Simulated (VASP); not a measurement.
# Al18Si in VASP: further runs

Runs on Al18Si. Level: PBE. Tasks: single point.

Program: VASP 6.6.1. These are calculated values, not measurements. Logs are shortened: lines on timing, memory, paths and dates and some standing lists are left out, and cuts for length are marked.

## Step 1: The cell of the first run

The cell holds a slab with vacuum, 19 atoms: a = 5.728 Å, b = 8.591 Å, c = 16.677 Å, α = 90.00°, β = 90.00°, γ = 60.00°.

## Step 2: Single point, PBE

INCAR

```
SYSTEM = Al18Si
PREC     = Accurate       ! precision mode
ENCUT    = 520            ! plane-wave cutoff, eV
EDIFF    = 1E-6           ! SCF threshold, eV
ISMEAR   = 0              ! smearing method
SIGMA    = 0.15           ! smearing width, eV
LREAL    = Auto         
LASPH    = .True.         ! aspherical terms in the spheres
NELM     = 80             ! most SCF steps
ALGO     = Normal         ! electronic algorithm
ISIF     = 2              ! what is computed and relaxed
LWAVE    = .False.        ! write WAVECAR
LCHARG   = .False.        ! write CHGCAR
GGA      = PE             ! functional
NBANDS   = 44             ! bands
```

KPOINTS

```
Automatic mesh
0
Gamma
  3 2 1
  0 0 0
```

POSCAR

```
Al18Si
1.0
    5.7275650000      0.0000000000      0.0000000000
    4.2956740000      7.4403250000      0.0000000000
    0.0000000000      0.0000000000     16.6765370000
Al Si
18 1
Direct
    0.1666665958      0.1111111410      0.0599644878
    0.6666666831      0.1111111410      0.0599644878
    0.1666667458      0.4444444295      0.0599644878
    0.6666666585      0.4444444295      0.0599644878
    0.1666666204      0.7777778524      0.0599644878
    0.6666667077      0.7777778524      0.0599644878
   -0.1695917666      0.2216182761      0.1953406154
    0.3272037426      0.2244877744      0.1977360168
   -0.1732795162      0.5618700796      0.2000216832
    0.3213577146      0.5634288825      0.1997964565
   -0.1750084528      0.8897568319      0.2039853358
    0.3287279113      0.8909066472      0.2029240843
    0.0033071897     -0.0142015302      0.3435805647
    0.4921455058      0.0050366079      0.3504089608
   -0.0260995759      0.3287814712      0.3314892654
    0.5198919266      0.3329033342      0.3310748509
   -0.0029811462      0.6608238215      0.3497254256
    0.4948120600      0.6728314959      0.3427736226
    1.2309106156      0.3531735509      0.4410256158
```

Potentials or basis: VASP PAW PBE potentials, release 64 (Al, Si).

On the command line:

```
$ cat potpaw_PBE.64/Al/POTCAR potpaw_PBE.64/Si/POTCAR > POTCAR
$ mpirun -np 1 vasp_std > vasp.out
```

OUTCAR:

```text
SYSTEM = Al18Si
   PREC = Accurate
   ENCUT = 520
   EDIFF = 1E-6
   ISMEAR = 0
   LREAL = Auto
   LASPH = .True.
   NELM = 80
   ISIF = 2
   GGA = PE

 ion  position               nearest neighbor table
   1  0.167  0.111  0.060-   7 2.81   8 2.82   2 2.86   4 2.86   5 2.86   3 2.86   6 2.86   2 2.86
                            12 2.89
   2  0.667  0.111  0.060-   7 2.79   8 2.85   1 2.86   4 2.86   3 2.86   5 2.86   6 2.86   1 2.86
                            11 2.91
   3  0.167  0.444  0.060-   8 2.82  10 2.86   4 2.86   2 2.86   1 2.86   5 2.86   6 2.86   4 2.86
                             9 2.88
   4  0.667  0.444  0.060-   7 2.80   3 2.86   2 2.86   1 2.86   5 2.86   3 2.86   6 2.86   9 2.87
                            10 2.89
   5  0.167  0.778  0.060-  10 2.83   6 2.86   2 2.86   1 2.86   3 2.86   4 2.86   6 2.86  12 2.90
                            11 2.94
   6  0.667  0.778  0.060-   9 2.83   5 2.86   2 2.86   1 2.86   3 2.86   5 2.86   4 2.86  11 2.90
                            12 2.91
   7  0.830  0.222  0.195-  15 2.73  16 2.74   2 2.79   4 2.80   1 2.81  12 2.85   8 2.86   8 2.87
                            11 2.87   9 2.91  10 2.93  13 3.03
   8  0.327  0.224  0.198-   3 2.82   1 2.82  16 2.84  15 2.84   2 2.85   7 2.86  12 2.86  11 2.87
                             7 2.87   9 2.88  10 2.90  14 3.02
   9  0.827  0.562  0.200-  15 2.80  11 2.81   6 2.83  10 2.84  12 2.84   4 2.87   3 2.88   8 2.88
[... 4 lines left out ...]
                             2 2.91   5 2.94  14 2.95  17 2.97
  12  0.329  0.891  0.203-  10 2.84  11 2.84   9 2.84  18 2.84  13 2.85   7 2.85   8 2.86  11 2.89
                             1 2.89   5 2.90   6 2.91  14 2.97
  13  0.003  0.986  0.344-  18 2.75  17 2.81  11 2.83  12 2.85  14 2.85  15 2.87  14 2.89  16 2.89
                             7 3.03
  14  0.492  0.005  0.350-  18 2.85  13 2.85  13 2.89  15 2.90  16 2.92  17 2.93  11 2.95  12 2.97
                            19 3.00   8 3.02
  15  0.974  0.329  0.331-  19 2.42  16 2.58   7 2.73   9 2.80   8 2.84  18 2.86  13 2.87  14 2.90
                            17 2.94  16 3.15
  16  0.520  0.333  0.331-  19 2.42  15 2.58   7 2.74  10 2.79   8 2.84  18 2.86  13 2.89  14 2.92
                            17 2.93  15 3.15
  17  0.997  0.661  0.350-  19 2.75  13 2.81  18 2.83  18 2.91  14 2.93  16 2.93  15 2.94   9 2.96
                            11 2.97  10 2.97
  18  0.495  0.673  0.343-  13 2.75  17 2.83  12 2.84  14 2.85  16 2.86  15 2.86   9 2.89  17 2.91
                            10 2.91
  19  0.231  0.353  0.441-  16 2.42  15 2.42  17 2.75  14 3.00

  LATTYP: Found a simple monoclinic cell.
 ALAT       =     5.7275650000
 B/A-ratio  =     2.9116277161
 C/A-ratio  =     1.3228756151
 COS(beta)  =    -0.1889822093

  Lattice vectors:

 A1 = (   5.7275650000,   0.0000000000,   0.0000000000)
 A2 = (   0.0000000000,   0.0000000000, -16.6765370000)
 A3 = (  -1.4318910000,   7.4403250000,   0.0000000000)

Analysis of symmetry for initial positions (statically):
=====================================================================
[... 171 lines left out ...]
   ISMEAR =     0;   SIGMA  =   0.15  broadening in eV -4-tet -1-fermi 0-gaus
   EFERMI_NEDOS =   21; number of points for ismear=-14 and -15
   IALGO  =     38    algorithm
   IMIX   =      4    mixing-type and parameters
     AMIX     =   0.40;   BMIX     =  1.00
     AMIX_MAG =   1.60;   BMIX_MAG =  1.00
  volume/ion in A,a.u.               =      37.40       252.41
  Fermi-wavevector in a.u.,A,eV,Ry     =   0.710114  1.341921  6.860904  0.504262
  Thomas-Fermi vector in A             =   1.796876
   LORBIT       =      0    0 simple, 1 ext, 2 COOP (PROOUT), +10 PAW based schemes
   GGA     = PE    functional components
   LHFCALC =     F    Hartree Fock is set to
   AEXX    =    0.0000 exact exchange contribution
   IVDW    =     0    specifies the selected vdW correction
   LEPSILON=     F    determine dielectric tensor
   LRPA    =     F    only Hartree local field effects (RPA)
 non-spin polarized calculation
 Gauss-broadening in eV      SIGMA  =   0.15
  energy-cutoff  :      520.00
  volume of cell :      710.67
 maximum number of plane-waves:     19144
 NGX is ok and might be reduce to    42
   NGX = 21   NGY = 31   NGZ = 63

 number of electron      58.0000000 magnetization

 Free energy of the ion-electron system (eV)
  ---------------------------------------------------
  ext. energy  EPLUGINS =         0.00000000
  ---------------------------------------------------
  free energy    TOTEN  =       -68.63616863 eV

  energy without entropy =      -68.54438946  energy(sigma->0) =      -68.59027905

 E-fermi :   1.0324     XC(G=0):  -5.6278

 val. band max:        0.9514650335   @ k =   0.0000   0.5000   0.0000
 cond. band min:       1.1032100576   @ k =   0.0000   0.0000   0.0000
 fundamental gap:      0.1517450241
 Fermi energy:         1.0324370591

 k-point     1 :       0.0000    0.0000    0.0000
  band No.  band energies     occupation
      1      -9.3172      2.00000
      2      -7.9330      2.00000
      3      -6.7797      2.00000
      4      -6.6037      2.00000
      5      -6.2140      2.00000
      6      -5.0255      2.00000
[... 165 lines left out ...]
     40       3.5225      0.00000
     41       3.9575      0.00000
 [bands above 41 left out]

------------------------ aborting loop because EDIFF is reached ----------------------------------------

  FORCE on cell =-STRESS in cart. coord.  units (eV):
  Direction    XX          YY          ZZ          XY          YZ          ZX
  --------------------------------------------------------------------------------------
  -------------------------------------------------------------------------------------
  Total       -2.4752237     -6.9171787     -0.0922660     -0.8237060      0.1319375      0.2747374
  in kB       -5.5802960    -15.5945114     -0.2080101     -1.8570132      0.2974480      0.6193848
  external PRESSURE =      -7.1276058 kB  Pullay stress =       0.0000000 kB

 VOLUME and BASIS-vectors are now :
 -----------------------------------------------------------------------------
  energy-cutoff  :      520.00
  volume of cell :      710.67
      direct lattice vectors                 reciprocal lattice vectors
     5.727565000  0.000000000  0.000000000     0.174594265 -0.100802054  0.000000000
     4.295674000  7.440325000  0.000000000     0.000000000  0.134402731  0.000000000
     0.000000000  0.000000000 16.676537000     0.000000000  0.000000000  0.059964488

 POSITION                                       TOTAL-FORCE (eV/Angst)
 -----------------------------------------------------------------------------------
      1.43189      0.82670      1.00000         0.108104     -0.123754     -0.069083
      4.29567      0.82670      1.00000        -0.137797      0.004569     -0.075641
      2.86378      3.30681      1.00000         0.033176     -0.028711      0.009235
      5.72757      3.30681      1.00000        -0.054033     -0.012354      0.021908
      4.29567      5.78692      1.00000        -0.031195      0.040075      0.029563
      7.15946      5.78692      1.00000         0.014720      0.082835      0.088874
[... 11 lines left out ...]
      5.72433      5.00608      5.71628         0.006078      0.003305     -0.004851
      2.83967      2.62773      7.35478         0.001683      0.004999     -0.003957
 -----------------------------------------------------------------------------------
    total drift:                               -0.008160      0.000323     -0.005668

  FREE ENERGIE OF THE ION-ELECTRON SYSTEM (eV)
  ---------------------------------------------------
  free  energy   TOTEN  =       -68.6361686316 eV

  energy  without entropy=      -68.5443894605  energy(sigma->0) =      -68.59027905
```

Wall time 4.3 min (1 thread of Intel Xeon Platinum 8259CL at 2.50GHz (Skylake/Cascade Lake), shared host); peak memory 0.73 GiB.

What came out:

* Free energy: -68.6362 eV
* Largest force: 0.178 eV/Å
* Band gap on the k mesh: zero (bands 29 and 30 overlap by 0.69 eV)

Forces on the atoms (eV/Å):
```
Al   0.108 -0.124 -0.069
Al  -0.138  0.005 -0.076
Al   0.033 -0.029  0.009
Al  -0.054 -0.012  0.022
Al  -0.031  0.040  0.030
Al   0.015  0.083  0.089
Al   0.004  0.002  0.003
Al   0.004  0.004  0.005
Al   0.004  0.003  0.000
Al   0.005  0.002  0.001
Al   0.004  0.004  0.002
Al   0.006  0.000 -0.002
Al   0.006  0.002 -0.003
Al   0.007  0.004 -0.003
Al   0.005  0.003  0.008
Al   0.012  0.000 -0.005
Al   0.003  0.004 -0.001
Al   0.006  0.003 -0.005
Si   0.002  0.005 -0.004
```

Levels at points of the mesh, in eV from the Fermi level:
| k point | band 26 | band 27 | band 28 | band 29 | band 30 | band 31 | band 32 | band 33 |
| --- | --- | --- | --- | --- | --- | --- | --- | --- |
| (0.00, 0.00, 0.00) | -0.57 | -0.30 | -0.21 | -0.13 | 0.07 | 0.13 | 0.70 | 0.97 |
| (0.00, 0.50, 0.00) | -0.92 | -0.76 | -0.56 | -0.24 | -0.15 | -0.08 | 0.67 | 0.91 |

Caveat: the k points lie up to 0.42 Å⁻¹ apart, too coarse for converged energies and pressures of a metal.

## Step 3: Single point, PBE

INCAR

```
SYSTEM = Al18Si
ALGO     = Normal         ! electronic algorithm
EDIFF    = 1E-6           ! SCF threshold, eV
ENCUT    = 520            ! plane-wave cutoff, eV
GGA      = PE             ! functional
ISIF     = 2              ! what is computed and relaxed
ISMEAR   = 0              ! smearing method
LASPH    = .TRUE.         ! aspherical terms in the spheres
LCHARG   = .TRUE.         ! write CHGCAR
LELF     = .TRUE.         ! ELF
LREAL    = Auto         
LVHAR    = .TRUE.       
LWAVE    = .FALSE.        ! write WAVECAR
NBANDS   = 44             ! bands
NELM     = 80             ! most SCF steps
PREC     = Accurate       ! precision mode
SIGMA    = 0.15           ! smearing width, eV
```

KPOINTS

```
k-points
0
G
  3 2 1
  0 0 0
```

POSCAR

```
Al18Si
1.0
    5.7275650000      0.0000000000      0.0000000000
    4.2956740000      7.4403250000      0.0000000000
    0.0000000000      0.0000000000     16.6765370000
Al Si
18 1
Direct
    0.1666665958      0.1111111410      0.0599644878
    0.6666666831      0.1111111410      0.0599644878
    0.1666667458      0.4444444295      0.0599644878
    0.6666666585      0.4444444295      0.0599644878
    0.1666666204      0.7777778524      0.0599644878
    0.6666667077      0.7777778524      0.0599644878
   -0.1689585457      0.2220278012      0.1968397875
    0.3254211700      0.2267723520      0.1980858496
   -0.1728672089      0.5619977622      0.1996572790
    0.3191583514      0.5651699355      0.1998022731
   -0.1769668287      0.8929734924      0.2031125527
    0.3287081830      0.8919213878      0.2027316583
    0.0001492513     -0.0091594117      0.3440492472
    0.4993102796     -0.0033771374      0.3482968317
   -0.0343115436      0.3415467738      0.3333463057
    0.5111820727      0.3428080091      0.3326240334
   -0.0069818540      0.6676982524      0.3476257091
    0.4911598357      0.6745514477      0.3433296733
    1.2863805878      0.2801943463      0.4408040470
```

Potentials or basis: VASP PAW PBE potentials, release 64 (Al, Si).

On the command line:

```
$ cat potpaw_PBE.64/Al/POTCAR potpaw_PBE.64/Si/POTCAR > POTCAR
$ mpirun -np 1 vasp_std > vasp.out
```

Wall time 4.6 min (1 thread of Intel Xeon Platinum 8259CL at 2.50GHz (Skylake/Cascade Lake), shared host); peak memory 0.73 GiB.

The run converged. Its results:

- Free energy: -68.6939 eV
- Largest force: 0.189 eV/Å
- Band gap on the k mesh: zero (bands 29 and 30 overlap by 0.72 eV)

Forces on the atoms (eV/Å):
```
Al   0.073 -0.082 -0.019
Al  -0.094  0.000 -0.036
Al   0.043 -0.042  0.011
Al  -0.065 -0.039  0.010
Al   0.025  0.040 -0.002
Al  -0.049  0.178  0.038
Al   0.004  0.004  0.012
Al   0.001  0.005  0.005
Al   0.006  0.004  0.002
Al   0.003  0.005  0.001
Al   0.005  0.009 -0.003
Al   0.006  0.003 -0.001
Al   0.005  0.014  0.001
Al   0.008 -0.020 -0.012
Al  -0.008  0.032  0.000
Al   0.016  0.030  0.001
Al   0.007  0.021 -0.011
Al   0.001  0.004 -0.001
Si   0.014 -0.168  0.003
```

Levels at points of the mesh, in eV from the Fermi level:
```csv
k point,band 27,band 28,band 29,band 30,band 31,band 32
"(0.00, 0.00, 0.00)",-0.30,-0.21,-0.12,0.02,0.17,0.75
"(0.00, 0.50, 0.00)",-0.76,-0.46,-0.25,-0.12,-0.09,0.72
```

Caveat: the k points lie up to 0.42 Å⁻¹ apart, too coarse for converged energies and pressures of a metal.
